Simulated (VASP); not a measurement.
# Te (P1) in VASP: single point with LDA

Aim: the single point of Te with LDA.

Program: VASP 6.6.1. These are calculated values, not measurements. Logs are shortened: lines on timing, memory, paths and dates and some standing lists are left out, and cuts for length are marked.

**1. The cell of the first run**

The typed cell holds 3 atoms: a = 4.458 Å, b = 4.439 Å, c = 5.925 Å, α = 89.79°, β = 89.43°, γ = 119.57°.

**2. Single point, LDA (equal xy, yz and zx shear strains of +1 %)**

INCAR reads:

```
ALGO     = Normal         # electronic algorithm
EDIFF    = 1E-6           # SCF threshold, eV
ENCUT    = 520            # plane-wave cutoff, eV
ISIF     = 2              # what is computed and relaxed
ISMEAR   = -1             # smearing method
LASPH    = True           # aspherical terms in the spheres
LCHARG   = False          # write CHGCAR
LREAL    = False          # projectors in reciprocal space
LWAVE    = False          # write WAVECAR
NBANDS   = 16             # bands
NELM     = 80             # most SCF steps
PREC     = Accurate       # precision mode
SIGMA    = 0.08           # smearing width, eV
```

KPOINTS reads:

```
k-points
0
Gamma
  9 9 6
```

POSCAR reads:

```
Te
1.0
    4.4579994587      0.0222899973      0.0222899973
   -2.2096960255      3.8495957826      0.0081587053
    0.0296250000      0.0296250000      5.9250000000
Te
3
Direct
    0.7450000000      0.0000000000      0.3333333333
    0.0000000000      0.7450000000      0.6666666667
    0.2550000000      0.2550000000      0.0000000000
```

Potentials or basis: VASP PAW LDA potentials, release 64 (Te).

Command:

```console
$ cat potpaw_LDA.64/Te/POTCAR > POTCAR
$ mpirun -np 1 vasp_std > vasp.out
```

OUTCAR:

```text
EDIFF = 1E-6
   ENCUT = 520
   ISIF = 2
   ISMEAR = -1
   LASPH = True
   LREAL = False
   NELM = 80
   PREC = Accurate

 ion  position               nearest neighbor table
   1  0.745  0.000  0.333-   3 2.78   2 2.79   2 3.51   3 3.53   2 3.54   3 3.55
   2  0.000  0.745  0.667-   1 2.79   3 2.80   1 3.51   3 3.52   3 3.52   1 3.54
   3  0.255  0.255  0.000-   1 2.78   2 2.80   2 3.52   2 3.52   1 3.53   1 3.55

  LATTYP: Found a triclinic cell.
 ALAT       =     4.4774205681
 B/A-ratio  =     2.1632502392
 C/A-ratio  =     0.9956873248
 COS(alpha) =     0.0018593521
 COS(beta)  =     0.5064876926
 COS(gamma) =     0.6830709212

  Lattice vectors:

 A1 = (  -2.2483034332,  -3.8718857799,  -0.0304487026)
 A2 = (  -0.0089824077,  -7.6918565625,   5.8863925921)
 A3 = (  -4.4579994587,  -0.0222899973,  -0.0222899973)

Analysis of symmetry for initial positions (statically):
=====================================================================
 Subroutine PRICEL returns:
 Original cell was already a primitive cell.

 Routine SETGRP: Setting up the symmetry group for a
 triclinic supercell.

 Subroutine GETGRP returns: Found  1 space group operations
 (whereof  1 operations were pure point group operations)
 out of a pool of  2 trial point group operations.

The static configuration has the point symmetry C_1 .

Analysis of symmetry for dynamics (positions and initial velocities):
=====================================================================
 Subroutine PRICEL returns:
 Original cell was already a primitive cell.

 Routine SETGRP: Setting up the symmetry group for a
 triclinic supercell.

 Subroutine GETGRP returns: Found  1 space group operations
 (whereof  1 operations were pure point group operations)
 out of a pool of  2 trial point group operations.

The dynamic configuration has the point symmetry C_1 .

 Subroutine INISYM returns: Found  1 space group operations
 (whereof  1 operations are pure point group operations),
 and found     1 'primitive' translations

----------------------------------------------------------------------------------------

                                     Primitive cell

  volume of cell :     101.9686

  direct lattice vectors                    reciprocal lattice vectors
     4.457999459  0.022289997  0.022289997     0.223682670  0.128399213 -0.001760409
    -2.209696025  3.849595783  0.008158705    -0.001288709  0.259030536 -0.001288709
     0.029625000  0.029625000  5.925000000    -0.000839725 -0.000839725  0.168784769

  length of vectors
     4.458110907  4.438717245  5.925148123     0.257921294  0.259036947  0.168788946

  position of ions in fractional coordinates (direct lattice)
     0.745000000  0.000000000  0.333333333
     1.000000000  0.745000000  0.666666667
     0.255000000  0.255000000  0.000000000

  ion indices of the primitive-cell ions
   primitive index   ion index
                 1           1
                 2           2
                 3           3

----------------------------------------------------------------------------------------

 KPOINTS: k-points

Automatic generation of k-mesh.
 Grid dimensions read from file:
 generate k-points for:    9    9    6

 Generating k-lattice:

  Cartesian coordinates                     Fractional coordinates (reciprocal lattice)
     0.024853630  0.014266579 -0.000195601     0.111111111 -0.000000000  0.000000000
    -0.000143190  0.028781171 -0.000143190     0.000000000  0.111111111  0.000000000
    -0.000139954 -0.000139954  0.028130795     0.000000000 -0.000000000  0.166666667

  Length of vectors
     0.028657922  0.028781883  0.028131491

  Shift w.r.t. Gamma in fractional coordinates (k-lattice)
     0.000000000  0.000000000  0.000000000

 Subroutine IBZKPT returns following result:
 ===========================================

 Found    244 irreducible k-points:

 Following reciprocal coordinates:
            Coordinates               Weight
  0.000000  0.000000  0.000000      1.000000
  0.111111  0.000000 -0.000000      2.000000
  0.222222  0.000000 -0.000000      2.000000
  0.333333 -0.000000 -0.000000      2.000000
  0.444444  0.000000 -0.000000      2.000000
 -0.000000  0.111111 -0.000000      2.000000
[... 16 lines left out ...]
 -0.111111  0.222222  0.000000      2.000000
 -0.000000  0.333333 -0.000000      2.000000
 [... further k-points ...]
   k-points           NKPTS =    244   k-points in BZ     NKDIM =    244   number of bands    NBANDS=     16
   number of dos      NEDOS =    301   number of ions     NIONS =      3
   total plane-waves  NPLWV =  62208
   dimension x,y,z NGX =    36 NGY =   36 NGZ =   48
   dimension x,y,z NGXF=    72 NGYF=   72 NGZF=   96
   ions per type =               3
   NGX,Y,Z   is equivalent  to a cutoff of  13.42, 13.48, 13.47 a.u.
   NGXF,Y,Z  is equivalent  to a cutoff of  26.85, 26.97, 26.94 a.u.
 SYSTEM =  unknown system
   PREC   = accura    normal or accurate (medium, high low for compatibility)
   ISTART =      0    job   : 0-new  1-cont  2-samecut
   ICHARG =      2    charge: 1-file 2-atom 10-const
   ISPIN  =      1    spin polarized calculation?
   LNONCOLLINEAR =      F non collinear calculations
   LSORBIT =      F    spin-orbit coupling
   LASPH  =      T    aspherical Exc in radial PAW
   ENCUT  =  520.0 eV  38.22 Ry    6.18 a.u.   8.29  8.25 11.02*2*pi/ulx,y,z
   NELM   =     80;   NELMIN=  2; NELMDL= -5     # of ELM steps
   EDIFF  = 0.1E-05   stopping-criterion for ELM
   LREAL  =      F    real-space projection
[... 7 lines left out ...]
   TEBEG  =    0.0;   TEEND  =   0.0 temperature during run
   PSTRESS=    0.0 pullay stress
   NELECT =      18.0000    total number of electrons
   NUPDOWN=      -1.0000    fix difference up-down
   EMIN   =  10.00;   EMAX   =-10.00  energy-range for DOS
   EFERMI =   0.00;   METHOD = LEGACY
   ISMEAR =    -1;   SIGMA  =   0.08  broadening in eV -4-tet -1-fermi 0-gaus
   EFERMI_NEDOS =   21; number of points for ismear=-14 and -15
   IALGO  =     38    algorithm
   IMIX   =      4    mixing-type and parameters
     AMIX     =   0.40;   BMIX     =  1.00
     AMIX_MAG =   1.60;   BMIX_MAG =  1.00
  volume/ion in A,a.u.               =      33.99       229.37
  Fermi-wavevector in a.u.,A,eV,Ry     =   0.918354  1.735438 11.474802  0.843374
  Thomas-Fermi vector in A             =   2.043426
   LORBIT       =      0    0 simple, 1 ext, 2 COOP (PROOUT), +10 PAW based schemes
   GGA     = CA    functional components
   LHFCALC =     F    Hartree Fock is set to
   AEXX    =    0.0000 exact exchange contribution
   IVDW    =     0    specifies the selected vdW correction
   LEPSILON=     F    determine dielectric tensor
   LRPA    =     F    only Hartree local field effects (RPA)
 non-spin polarized calculation
  energy-cutoff  :      520.00
  volume of cell :      101.97
 maximum number of plane-waves:      2777
 NGX is ok and might be reduce to    36
   NGX = 17   NGY = 17   NGZ = 23

 number of electron      17.9999999 magnetization

 Free energy of the ion-electron system (eV)
  ---------------------------------------------------
  ext. energy  EPLUGINS =         0.00000000
  ---------------------------------------------------
  free energy    TOTEN  =       -11.29175806 eV

  energy without entropy =      -11.28939635  energy(sigma->0) =      -11.29057721

 E-fermi :   5.8738     XC(G=0):  -9.2777

 val. band max:        5.8322732904   @ k =   0.3333   0.3333   0.5000
 cond. band min:       6.3442529767   @ k =  -0.0000  -0.0000   0.5000
 fundamental gap:      0.5119796863
 Fermi energy:         5.8738176019

 k-point     1 :       0.0000    0.0000    0.0000
  band No.  band energies     occupation
      1      -8.0212      2.00000
      2      -4.6429      2.00000
      3      -4.6120      2.00000
      4       2.6263      2.00000
      5       2.8780      2.00000
      6       2.8853      2.00000
[... 8 lines left out ...]
     15      11.4155      0.00000
     16      12.0998      0.00000

 k-point     2 :       0.1111    0.0000   -0.0000
  band No.  band energies     occupation
      1      -7.9443      2.00000
      2      -4.6446      2.00000
      3      -4.6088      2.00000
      4       1.9846      2.00000
      5       2.4986      2.00000
      6       2.8317      2.00000
[... 8 lines left out ...]
     15      11.7232      0.00000
     16      12.0226      0.00000

 k-point     3 :       0.2222    0.0000   -0.0000
  band No.  band energies     occupation
      1      -7.7270      2.00000
      2      -4.7343      2.00000
      3      -4.5546      2.00000
      4       1.2173      2.00000
      5       1.9439      2.00000
      6       2.5366      2.00000
[... 8 lines left out ...]
     15      12.0608      0.00000
     16      12.4870      0.00000

 k-point     4 :       0.3333   -0.0000   -0.0000
  band No.  band energies     occupation
      1      -7.4208      2.00000
      2      -4.9450      2.00000
      3      -4.4798      2.00000
      4       0.8200      2.00000
      5       1.5105      2.00000
      6       2.2705      2.00000
[... 8 lines left out ...]
     15      12.7879      0.00000
     16      13.3276      0.00000
[... 324 lines left out ...]
 k-point    22 :      -0.2222    0.2222    0.0000
  band No.  band energies     occupation
      1      -7.7223      2.00000
      2      -4.7431      2.00000
      3      -4.5343      2.00000
      4       1.2567      2.00000
      5       1.9568      2.00000
      6       2.4785      2.00000
[... 8 lines left out ...]
     15      11.9924      0.00000
     16      12.5503      0.00000

 k-point    23 :      -0.1111    0.2222    0.0000
  band No.  band energies     occupation
      1      -7.7947      2.00000
      2      -4.7109      2.00000
      3      -4.5509      2.00000
      4       1.5158      2.00000
      5       1.9010      2.00000
      6       2.8065      2.00000
[... 8 lines left out ...]
     15      12.0841      0.00000
     16      12.2554      0.00000

 k-point    24 :      -0.0000    0.3333   -0.0000
  band No.  band energies     occupation
      1      -7.4211      2.00000
      2      -4.9900      2.00000
      3      -4.4090      2.00000
      4       0.8600      2.00000
      5       1.5403      2.00000
      6       2.2263      2.00000
[... 8 lines left out ...]
     15      12.7695      0.00000
     16      13.4284      0.00000

 [... further k-points ...]

------------------------ aborting loop because EDIFF is reached ----------------------------------------

  FORCE on cell =-STRESS in cart. coord.  units (eV):
  Direction    XX          YY          ZZ          XY          YZ          ZX
  --------------------------------------------------------------------------------------
  -------------------------------------------------------------------------------------
  Total       -0.1056512     -0.3912796      0.2059346      0.0297735     -0.3198796     -0.1838162
  in kB       -1.6600389     -6.1479628      3.2357379      0.4678145     -5.0260935     -2.8882032
  external PRESSURE =      -1.5240879 kB  Pullay stress =       0.0000000 kB

 VOLUME and BASIS-vectors are now :
 -----------------------------------------------------------------------------
  energy-cutoff  :      520.00
  volume of cell :      101.97
      direct lattice vectors                 reciprocal lattice vectors
     4.457999459  0.022289997  0.022289997     0.223682670  0.128399213 -0.001760409
    -2.209696025  3.849595783  0.008158705    -0.001288709  0.259030536 -0.001288709
     0.029625000  0.029625000  5.925000000    -0.000839725 -0.000839725  0.168784769

 POSITION                                       TOTAL-FORCE (eV/Angst)
 -----------------------------------------------------------------------------------
      3.33108      0.02648      1.99161        -0.566057     -0.014989      0.051302
     -1.62647      2.88770      3.95608         0.269778     -0.407544      0.050988
      0.57332      0.98733      0.00776         0.296280      0.422533     -0.102290
 -----------------------------------------------------------------------------------
    total drift:                               -0.000031      0.000031     -0.000003

  FREE ENERGIE OF THE ION-ELECTRON SYSTEM (eV)
  ---------------------------------------------------
  free  energy   TOTEN  =       -11.2917580623 eV

  energy  without entropy=      -11.2893963542  energy(sigma->0) =      -11.29057721
```

Wall time 10 min (1 thread of AMD EPYC 7R13, shared host); peak memory 0.39 GiB.

Results:

| Item | Value |
| --- | --- |
| Free energy | -11.2918 eV |
| Pressure | -0.2 GPa |
| Largest force | 0.569 eV/Å |
| Band gap on the k mesh | 0.07 eV |

Forces in eV/Å, atoms in the order of the input:
```
Te  -0.566 -0.015  0.051
Te   0.270 -0.408  0.051
Te   0.296  0.423 -0.102
```

Stress tensor (GPa, compression positive):
```
-0.17  0.05 -0.29
 0.05 -0.61 -0.50
-0.29 -0.50  0.32
```

Caveat: the cell differs from its parent crystal (equal xy, yz and zx shear strains of +1 %); the smearing spreads over this small gap; spin-orbit coupling is left out, which moves the levels of the heavy elements. A k mesh can miss the band edges.

The gap in the log of VASP goes by the Fermi energy; the results here count the filled bands.